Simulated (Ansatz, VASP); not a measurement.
# One calculation of Au, two programs

INCAR

```
PREC = Accurate
ENCUT = 600
EDIFF = 1E-7
ISMEAR = -1
SIGMA = 0.05
LREAL = F
LASPH = T
NELM = 100
ALGO = Normal
ISIF = 3
LWAVE = F
LCHARG = F
GGA = PE
IBRION = 2
NSW = 60
EDIFFG = -0.005
```

KPOINTS

```
regular mesh
0
Gamma
  18 18 18
```

The input POSCAR:

```
Au
1.0
   -1.6495254221      1.6495254221      1.6495254221
    1.6495254221     -1.6495254221      1.6495254221
    1.6495254221      1.6495254221     -1.6495254221
Au
1
Direct
    0.0000000000      0.0000000000      0.0000000000
```

Input for Ansatz:

```yaml
crystal:
  lattice:
    - [-1.6495254221, 1.6495254221, 1.6495254221]
    - [1.6495254221, -1.6495254221, 1.6495254221]
    - [1.6495254221, 1.6495254221, -1.6495254221]
  atoms:
    - { symbol: Au, position: [0.0, 0.0, 0.0] }
kpoints:
  mp_grid: { grid: [18, 18, 18] }
scf:
  occupations: { method: fermi_dirac, width: 0.05 }
hamiltonian:
  xc: pbe
  pseudopotentials: { kind: paw }
output:
  forces: true
  stress: true
relax:
  f_tol: 0.005
  max_steps: 40
  cell: {}
```

Alike in both runs: task relaxation of cell and atoms; functional PBE; k mesh 18 × 18 × 18; occupations fermi-dirac, width 0.05 eV; no spin polarisation.

```csv
,VASP,Ansatz
version,VASP 6.6.1,Ansatz 0.2.0
potentials or method,"VASP PAW PBE potentials, release 64 (Au)","PAW with Ansatz's default frozen-core files, scalar-relativistic"
plane-wave cutoff (eV),600,420
valence electrons in the cell,11,19
```

|  | VASP | Ansatz | Ansatz less VASP |
| --- | --- | --- | --- |
| relaxed volume (Å³/atom) | 17.97 | 17.99 | +0.021 |
| relaxed cell length with the largest relative difference (Å) | 2.858 | 2.859 | +0.0011 |

VASP's potentials hold 11 valence electrons a cell and Ansatz's 19, so a difference there can come from the potentials and not from the codes.

Spin-orbit coupling is off throughout.
